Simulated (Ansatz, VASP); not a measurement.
**Two plane-wave programs on Sb**

```
Sb
1.0
     2.76051    0.00000    0.00000
     0.00000    2.76051    0.00000
     0.00000    0.00000    4.14077
Sb
1
Direct
  0.00000 0.00000 0.00000
```

Alike in both runs: task single point; functional PBE; k mesh 16 × 16 × 16; occupations gaussian, width 0.15 eV; no spin polarisation.

|  | VASP | Ansatz |
| --- | --- | --- |
| version | VASP 6.6.1 | Ansatz 0.2.0 |
| potentials or method | VASP PAW PBE potentials, release 64 (Sb), cutoff 520 eV | scalar-relativistic, plane waves, PAW |
| valence electrons in the cell | 5 | 15 |

VASP gave:

```
gap on the k mesh at the Fermi level (eV)                     : none
pressure (GPa)                                                : 12.2
traceless stress, the component that is largest in VASP (GPa) : -15.02
```

Problem. What did Ansatz give for the same quantities?

Solution. gap on the k mesh at the Fermi level (eV): none; pressure (GPa): 12.0; traceless stress, the component that is largest in VASP (GPa): -14.81.

A gap of «none» marks a metal or a gap that the smearing closes. VASP's potentials hold 5 valence electrons a cell and Ansatz's 15, so a difference there can come from the potentials and not from the codes.

Spin-orbit coupling is off throughout.
